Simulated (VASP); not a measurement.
# SrTiO3 (P4/mmm) in VASP: notebook

The runs below take SrTiO3 through single point, with PBE.

Program: VASP 6.6.1. These are calculated values, not measurements. Logs are shortened: lines on timing, memory, paths and dates and some standing lists are left out, and cuts for length are marked.

**1. The cell of the first run**

The structure is tetragonal, space group P4/mmm (No. 123). The conventional cell has a = 3.827 Å, b = 3.827 Å, c = 3.905 Å, α = 90.00°, β = 90.00°, γ = 90.00°. Within 3.6 Å of Sr (site symmetry 4/mmm) lie 12 O at 2.71 to 2.73 Å and 8 Ti at 3.34 Å. Ti (site symmetry 4/mmm) has 6 O at 1.91 to 1.95 Å within 2.5 Å. O (site symmetry mmm) has 2 Ti at 1.91 Å within 2.5 Å. Within 2.6 Å of O (site symmetry 4/mmm) lie 2 Ti at 1.95 Å.

**2. Single point, PBE (equal xx and yy strain of -2 %)**

INCAR

```
SYSTEM = SrTiO3
PREC = Accurate
ENCUT = 520
EDIFF = 1E-7
ISMEAR = -1
SIGMA = 0.05
LREAL = .FALSE.
LASPH = .TRUE.
NELM = 80
ALGO = Normal
ISIF = 2
LWAVE = .FALSE.
LCHARG = .TRUE.
GGA = PE
LELF = .TRUE.
LVHAR = .TRUE.
NBANDS = 28
```

KPOINTS

```
Automatic mesh
0
G
  7 7 7
  0 0 0
```

POSCAR

```
SrTiO3
1.0
    3.8269000000      0.0000000000      0.0000000000
    0.0000000000      3.8269000000      0.0000000000
    0.0000000000      0.0000000000      3.9050000000
Sr Ti O
1 1 3
Direct
    0.0000000000      0.0000000000      0.0000000000
    0.5000000000      0.5000000000      0.5000000000
    0.0000000000      0.5000000000      0.5000000000
    0.5000000000      0.0000000000      0.5000000000
    0.5000000000      0.5000000000      0.0000000000
```

Potentials or basis: VASP PAW PBE potentials, release 64 (Sr_sv, Ti_sv, O).

Started as:

```sh
$ cat potpaw_PBE.64/Sr_sv/POTCAR potpaw_PBE.64/Ti_sv/POTCAR potpaw_PBE.64/O/POTCAR > POTCAR
$ mpirun -np 1 vasp_std > vasp.out
```

OUTCAR:

```text
SYSTEM = SrTiO3
   PREC = Accurate
   ENCUT = 520
   EDIFF = 1E-7
   ISMEAR = -1
   LREAL = .FALSE.
   LASPH = .TRUE.
   NELM = 80
   ISIF = 2
   GGA = PE

 ion  position               nearest neighbor table
   1  0.000  0.000  0.000-   5 2.71   5 2.71   5 2.71   5 2.71   4 2.73   3 2.73   4 2.73   3 2.73
                             4 2.73   3 2.73   4 2.73   3 2.73   2 3.34   2 3.34   2 3.34   2 3.34
   2  0.500  0.500  0.500-   3 1.91   4 1.91   4 1.91   3 1.91   5 1.95   5 1.95   1 3.34   1 3.34
                             1 3.34   1 3.34   1 3.34   1 3.34   1 3.34   1 3.34
   3  0.000  0.500  0.500-   2 1.91   2 1.91   1 2.73   1 2.73   1 2.73   1 2.73
   4  0.500  0.000  0.500-   2 1.91   2 1.91   1 2.73   1 2.73   1 2.73   1 2.73
   5  0.500  0.500  0.000-   2 1.95   2 1.95   1 2.71   1 2.71   1 2.71   1 2.71

  LATTYP: Found a simple tetragonal cell.
 ALAT       =     3.8269000000
 C/A-ratio  =     1.0204081633

  Lattice vectors:

 A1 = (   3.8269000000,   0.0000000000,   0.0000000000)
 A2 = (   0.0000000000,   3.8269000000,   0.0000000000)
 A3 = (   0.0000000000,   0.0000000000,   3.9050000000)

Analysis of symmetry for initial positions (statically):
=====================================================================
 Subroutine PRICEL returns:
 Original cell was already a primitive cell.

 Routine SETGRP: Setting up the symmetry group for a
 simple tetragonal supercell.

 Subroutine GETGRP returns: Found 16 space group operations
 (whereof 16 operations were pure point group operations)
 out of a pool of 16 trial point group operations.

The static configuration has the point symmetry D_4h.

Analysis of symmetry for dynamics (positions and initial velocities):
=====================================================================
 Subroutine PRICEL returns:
 Original cell was already a primitive cell.

 Routine SETGRP: Setting up the symmetry group for a
 simple tetragonal supercell.

 Subroutine GETGRP returns: Found 16 space group operations
 (whereof 16 operations were pure point group operations)
 out of a pool of 16 trial point group operations.

The dynamic configuration has the point symmetry D_4h.

 Subroutine INISYM returns: Found 16 space group operations
 (whereof 16 operations are pure point group operations),
 and found     1 'primitive' translations

----------------------------------------------------------------------------------------

                                     Primitive cell

  volume of cell :      57.1894

  direct lattice vectors                    reciprocal lattice vectors
     3.826900000  0.000000000  0.000000000     0.261308108  0.000000000  0.000000000
     0.000000000  3.826900000  0.000000000     0.000000000  0.261308108  0.000000000
     0.000000000  0.000000000  3.905000000     0.000000000  0.000000000  0.256081946

  length of vectors
     3.826900000  3.826900000  3.905000000     0.261308108  0.261308108  0.256081946

  position of ions in fractional coordinates (direct lattice)
     0.000000000  0.000000000  0.000000000
     0.500000000  0.500000000  0.500000000
     0.000000000  0.500000000  0.500000000
     0.500000000  0.000000000  0.500000000
     0.500000000  0.500000000  0.000000000

  ion indices of the primitive-cell ions
   primitive index   ion index
                 1           1
                 2           2
                 3           3
                 4           4
                 5           5

----------------------------------------------------------------------------------------

 KPOINTS: Automatic mesh

Automatic generation of k-mesh.
 Grid dimensions read from file:
 generate k-points for:    7    7    7

 Generating k-lattice:

  Cartesian coordinates                     Fractional coordinates (reciprocal lattice)
     0.037329730  0.000000000  0.000000000     0.142857143  0.000000000  0.000000000
     0.000000000  0.037329730  0.000000000     0.000000000  0.142857143  0.000000000
     0.000000000  0.000000000  0.036583135     0.000000000  0.000000000  0.142857143

  Length of vectors
     0.037329730  0.037329730  0.036583135

  Shift w.r.t. Gamma in fractional coordinates (k-lattice)
     0.000000000  0.000000000  0.000000000

 Subroutine IBZKPT returns following result:
 ===========================================

 Found     40 irreducible k-points:

 Following reciprocal coordinates:
            Coordinates               Weight
  0.000000  0.000000  0.000000      1.000000
  0.142857  0.000000  0.000000      4.000000
  0.285714  0.000000  0.000000      4.000000
  0.428571  0.000000  0.000000      4.000000
  0.142857  0.142857  0.000000      4.000000
  0.285714  0.142857  0.000000      8.000000
[... 16 lines left out ...]
  0.285714  0.000000  0.285714      8.000000
  0.428571  0.000000  0.285714      8.000000
 [... further k-points ...]
   k-points           NKPTS =     40   k-points in BZ     NKDIM =     40   number of bands    NBANDS=     28
   number of dos      NEDOS =    301   number of ions     NIONS =      5
   total plane-waves  NPLWV =  23520
   dimension x,y,z NGX =    28 NGY =   28 NGZ =   30
   dimension x,y,z NGXF=    56 NGYF=   56 NGZF=   60
   ions per type =               1   1   3
   NGX,Y,Z   is equivalent  to a cutoff of  12.16, 12.16, 12.77 a.u.
   NGXF,Y,Z  is equivalent  to a cutoff of  24.33, 24.33, 25.54 a.u.
 SYSTEM =  SrTiO3
   PREC   = accura    normal or accurate (medium, high low for compatibility)
   ISTART =      0    job   : 0-new  1-cont  2-samecut
   ICHARG =      2    charge: 1-file 2-atom 10-const
   ISPIN  =      1    spin polarized calculation?
   LNONCOLLINEAR =      F non collinear calculations
   LSORBIT =      F    spin-orbit coupling
   LASPH  =      T    aspherical Exc in radial PAW
   ENCUT  =  520.0 eV  38.22 Ry    6.18 a.u.   7.12  7.12  7.26*2*pi/ulx,y,z
   NELM   =     80;   NELMIN=  2; NELMDL= -5     # of ELM steps
   EDIFF  = 0.1E-06   stopping-criterion for ELM
   LREAL  =      F    real-space projection
   EDIFFG = 0.1E-05   stopping-criterion for IOM
   NSW    =      0    number of steps for IOM
   IBRION =     -1    ionic relax: 0-MD 1-quasi-New 2-CG
   NFREE  =      0    steps in history (QN), initial steepest desc. (CG)
   ISIF   =      2    stress and relaxation
   ISYM   =      2    0-nonsym 1-usesym 2-fastsym
   POTIM  = 0.5000    time-step for ionic-motion
   TEBEG  =    0.0;   TEEND  =   0.0 temperature during run
   PSTRESS=    0.0 pullay stress
   NELECT =      40.0000    total number of electrons
   NUPDOWN=      -1.0000    fix difference up-down
   EMIN   =  10.00;   EMAX   =-10.00  energy-range for DOS
   EFERMI =   0.00;   METHOD = LEGACY
   ISMEAR =    -1;   SIGMA  =   0.05  broadening in eV -4-tet -1-fermi 0-gaus
   EFERMI_NEDOS =   21; number of points for ismear=-14 and -15
   IALGO  =     38    algorithm
   IMIX   =      4    mixing-type and parameters
     AMIX     =   0.40;   BMIX     =  1.00
     AMIX_MAG =   1.60;   BMIX_MAG =  1.00
  volume/ion in A,a.u.               =      11.44        77.19
  Fermi-wavevector in a.u.,A,eV,Ry     =   1.453192  2.746135 28.732344  2.111768
  Thomas-Fermi vector in A             =   2.570487
   LORBIT       =      0    0 simple, 1 ext, 2 COOP (PROOUT), +10 PAW based schemes
   GGA     = PE    functional components
   LHFCALC =     F    Hartree Fock is set to
   AEXX    =    0.0000 exact exchange contribution
   IVDW    =     0    specifies the selected vdW correction
   LEPSILON=     F    determine dielectric tensor
   LRPA    =     F    only Hartree local field effects (RPA)
 non-spin polarized calculation
  energy-cutoff  :      520.00
  volume of cell :       57.19
 maximum number of plane-waves:      1560
   NGX = 15   NGY = 15   NGZ = 15

 number of electron      40.0000007 magnetization

 Free energy of the ion-electron system (eV)
  ---------------------------------------------------
  ext. energy  EPLUGINS =         0.00000000
  ---------------------------------------------------
  free energy    TOTEN  =       -39.92662122 eV

  energy without entropy =      -39.92662122  energy(sigma->0) =      -39.92662122

 E-fermi :   5.4735     XC(G=0): -11.4857

 val. band max:        4.4389902068   @ k =   0.4286   0.4286   0.4286
 cond. band min:       6.4207037718   @ k =   0.0000   0.0000   0.0000
 fundamental gap:      1.9817135650
 Fermi energy:         5.4735496795

 k-point     1 :       0.0000    0.0000    0.0000
  band No.  band energies     occupation
      1     -51.7917      2.00000
      2     -28.1659      2.00000
      3     -28.0737      2.00000
      4     -28.0737      2.00000
      5     -28.0531      2.00000
      6     -13.0805      2.00000
[... 20 lines left out ...]
     27      10.0444      0.00000
     28      11.0920      0.00000

 k-point     2 :       0.1429    0.0000    0.0000
  band No.  band energies     occupation
      1     -51.7913      2.00000
      2     -28.1937      2.00000
      3     -28.0730      2.00000
      4     -28.0578      2.00000
      5     -28.0524      2.00000
      6     -13.0826      2.00000
[... 20 lines left out ...]
     27      10.4234      0.00000
     28      11.5926      0.00000

 k-point     3 :       0.2857    0.0000    0.0000
  band No.  band energies     occupation
      1     -51.7904      2.00000
      2     -28.2446      2.00000
      3     -28.0713      2.00000
      4     -28.0506      2.00000
      5     -28.0333      2.00000
      6     -13.1767      2.00000
[... 20 lines left out ...]
     27      11.2942      0.00000
     28      12.7911      0.00000

 k-point     4 :       0.4286    0.0000    0.0000
  band No.  band energies     occupation
      1     -51.7896      2.00000
      2     -28.2809      2.00000
      3     -28.0700      2.00000
      4     -28.0493      2.00000
      5     -28.0176      2.00000
      6     -13.2963      2.00000
[... 578 lines left out ...]
     27      11.5321      0.00000
     28      12.7746      0.00000

 k-point    23 :       0.2857    0.0000    0.2857
  band No.  band energies     occupation
      1     -51.7894      2.00000
      2     -28.2183      2.00000
      3     -28.1141      2.00000
      4     -28.0695      2.00000
      5     -28.0268      2.00000
      6     -12.9715      2.00000
[... 20 lines left out ...]
     27      12.4284      0.00000
     28      12.9471      0.00000

 k-point    24 :       0.4286    0.0000    0.2857
  band No.  band energies     occupation
      1     -51.7887      2.00000
      2     -28.2284      2.00000
      3     -28.1016      2.00000
      4     -28.0682      2.00000
      5     -28.0507      2.00000
      6     -12.9099      2.00000
[... 20 lines left out ...]
     27      13.0595      0.00000
     28      13.3139      0.00000

 [... further k-points ...]

------------------------ aborting loop because EDIFF is reached ----------------------------------------

  FORCE on cell =-STRESS in cart. coord.  units (eV):
  Direction    XX          YY          ZZ          XY          YZ          ZX
  --------------------------------------------------------------------------------------
  -------------------------------------------------------------------------------------
  Total        5.5046397      5.5046397      3.4581003      0.0000000      0.0000000      0.0000000
  in kB      154.2141476    154.2141476     96.8797252      0.0000000      0.0000000      0.0000000
  external PRESSURE =     135.1026735 kB  Pullay stress =       0.0000000 kB

 VOLUME and BASIS-vectors are now :
 -----------------------------------------------------------------------------
  energy-cutoff  :      520.00
  volume of cell :       57.19
      direct lattice vectors                 reciprocal lattice vectors
     3.826900000  0.000000000  0.000000000     0.261308108  0.000000000  0.000000000
     0.000000000  3.826900000  0.000000000     0.000000000  0.261308108  0.000000000
     0.000000000  0.000000000  3.905000000     0.000000000  0.000000000  0.256081946

 POSITION                                       TOTAL-FORCE (eV/Angst)
 -----------------------------------------------------------------------------------
      0.00000      0.00000      0.00000         0.000000      0.000000      0.000000
      1.91345      1.91345      1.95250         0.000000      0.000000      0.000000
      0.00000      1.91345      1.95250         0.000000      0.000000      0.000000
      1.91345      0.00000      1.95250         0.000000      0.000000      0.000000
      1.91345      1.91345      0.00000         0.000000      0.000000      0.000000
 -----------------------------------------------------------------------------------
    total drift:                                0.000000      0.000000      0.000000

  FREE ENERGIE OF THE ION-ELECTRON SYSTEM (eV)
  ---------------------------------------------------
  free  energy   TOTEN  =       -39.9266212183 eV

  energy  without entropy=      -39.9266212179  energy(sigma->0) =      -39.92662122
```

Run time: 79 s. Hardware: 1 thread of Intel Xeon Platinum 8259CL at 2.50GHz (Skylake/Cascade Lake), shared host; peak memory 0.2 GiB.

What came out:

```
Free energy            : -39.9266 eV
Pressure               : 13.5 GPa
Band gap on the k mesh : 1.98 eV, indirect (least direct gap 2.24 eV)
```

Levels at points of the mesh, in eV from the valence-band top:
```tsv
k point	band 18	band 19	band 20	band 21	band 22	band 23
(0.00, 0.00, 0.00)	-0.28	-0.26	-0.26	1.98	1.98	2.02
```

Caveat: the cell differs from its parent crystal (equal xx and yy strain of -2 %). A k mesh can miss the band edges.

(Part 1 of 2 ends here.)
